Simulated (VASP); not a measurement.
Wanted: the native input for a VASP 6.6.1 run.

| Item | Value |
| --- | --- |
| Task | single point |
| Functional | PBE |
| Potentials or basis | VASP PAW PBE potentials, release 64 (Gd, O) |
| Cutoff | 520 eV |
| k mesh | 10 × 10 × 10 |
| Occupations | fermi-dirac, width 0.1 eV |
| Spin | collinear spin, ferromagnetic start |
| Starting moments | [9.1, 0.0] μB |
| Dipole correction | no |
| Further INCAR settings | ALGO = Normal; EDIFF = 1e-06; NBANDS = 23 |

The structure of GdO lies in POSCAR:

```
GdO
1.0
    0.0000000000      2.7000000000      2.7000000000
    2.7000000000      0.0000000000      2.7000000000
    2.7000000000      2.7000000000      0.0000000000
Gd O
1 1
Direct
    0.0000000000      0.0000000000      0.0000000000
    0.2500000000      0.2500000000      0.2500000000
```

The input as run:

INCAR

```
PREC     = Accurate       # precision mode
ENCUT    = 520            # plane-wave cutoff, eV
EDIFF    = 1E-6           # SCF threshold, eV
ISMEAR   = -1             # smearing method
SIGMA    = 0.1            # smearing width, eV
LREAL    = F              # projectors in reciprocal space
LASPH    = T              # aspherical terms in the spheres
NELM     = 150            # most SCF steps
ALGO     = Normal         # electronic algorithm
ISIF     = 2              # what is computed and relaxed
LWAVE    = F              # write WAVECAR
LCHARG   = F              # write CHGCAR
ISPIN    = 2              # spin polarisation
MAGMOM   = 9.1 0          # initial moments
LORBIT   = 11             # projections on sites
LMAXMIX  = 6              # l up to which the mixer works
GGA      = PE             # functional
NBANDS   = 23             # bands
```

KPOINTS

```
Automatic mesh
0
Gamma
  10 10 10
```

Potentials or basis: VASP PAW PBE potentials, release 64 (Gd, O).

The run is started by

```sh
$ cat potpaw_PBE.64/Gd/POTCAR potpaw_PBE.64/O/POTCAR > POTCAR
$ mpirun -np 1 vasp_std > vasp.out
```

Results of the run:

The pressure is -0.4 GPa and the net moment is 7.52 μB per cell. The site moments are Gd +6.84; O -0.02 μB and the valence electrons inside the program's atomic spheres are Gd 15.22; O 5.00.

Caveat: a cell with one magnetic atom can't hold antiferromagnetic order, which such compounds often take.

Wall time 4.1 min on 1 thread of Intel Xeon 8259CL, on a shared host, peak memory 0.23 GiB.
